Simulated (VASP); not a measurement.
A run of VASP 6.6.1:

INCAR

```
SYSTEM = NiO
PREC = Accurate
ENCUT = 600
EDIFF = 1E-6
ISMEAR = 0
SIGMA = 0.1
LREAL = .False.
LASPH = .True.
NELM = 150
ALGO = Normal
ISIF = 3
LWAVE = .False.
LCHARG = .False.
ISPIN = 2
MAGMOM = 0.17 0
LORBIT = 11
LMAXMIX = 4
GGA = PS
IBRION = 2
NSW = 70
EDIFFG = -0.008
PSTRESS = 400.0
```

The input KPOINTS:

```
Automatic mesh
0
Gamma
  18 18 18
  0 0 0
```

The input POSCAR:

```
NiO
1.0
    0.0000000000      1.9549818507      1.9549818507
    1.9549818507      0.0000000000      1.9549818507
    1.9549818507      1.9549818507      0.0000000000
Ni O
1 1
Direct
    0.0000000000      0.0000000000      0.0000000000
    0.5000000000      0.5000000000      0.5000000000
```

Potentials or basis: VASP PAW PBE potentials, release 64 (Ni, O).

Run with:

```console
$ cat potpaw_PBE.64/Ni/POTCAR potpaw_PBE.64/O/POTCAR > POTCAR
$ mpirun -np 1 vasp_std > vasp.out
```

Hardware: 1 thread of Intel(R) Xeon(R) 6975P-C (Granite Rapids) (shared host).

Question: How long does it take, and how much memory?

Answer: Wall time 68 s on 1 thread of Intel(R) Xeon(R) 6975P-C (Granite Rapids) (shared host), peak memory 0.22 GiB. Counts: scf iterations 33, k points 195, ion steps 3.
